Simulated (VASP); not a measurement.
Wanted: the native input for a VASP 6.6.1 run.

- Task: single point
- Functional: PBE
- Potentials or basis: VASP PAW PBE potentials, release 64 (As_d)
- Cutoff: 600 eV
- k mesh: 6 × 6 × 6
- Occupations: gaussian, width 0.05 eV
- Spin: no spin polarisation
- Dipole correction: no
- Second run: valence_matched
- Further INCAR settings: ALGO = Normal; EDIFF = 1e-06; NBANDS = 22

The structure of As lies in POSCAR:

```
As
1.0
    1.9108147899      1.1032094333      3.5541020418
   -1.9108147899      1.1032094333      3.5541020418
    0.0000000000     -2.2064188667      3.5541020418
As
2
Direct
    0.2263663042      0.2263663042      0.2263663042
    0.7736336958      0.7736336958      0.7736336958
```

One way to write it, as run:

INCAR

```
SYSTEM = As
PREC = Accurate ; ENCUT = 600
EDIFF = 1E-6 ; ISMEAR = 0
SIGMA = 0.05 ; LREAL = .False.
LASPH = .True. ; NELM = 120
ALGO = Normal ; ISIF = 2
LWAVE = .False. ; LCHARG = .False.
GGA = PE ; NBANDS = 22
GGA_COMPAT = .False.
```

KPOINTS

```
Automatic mesh
0
Gamma
  6 6 6
  0 0 0
```

Potentials or basis: VASP PAW PBE potentials, release 64 (As_d).

Command:

```bash
$ cat potpaw_PBE.64/As_d/POTCAR > POTCAR
$ mpirun -np 1 vasp_std > vasp.out
```

Results of the run:

The pressure is 0.1 GPa and the largest force is 0.014 eV/Å. The band gap on the k mesh is zero (band 15 reaches 3.31 eV, above the bottom of band 16 at 3.09 eV).

It took 61 s on 1 thread of AMD EPYC 7R13 Processor (Zen 3) (shared host), peak memory 0.18 GiB.
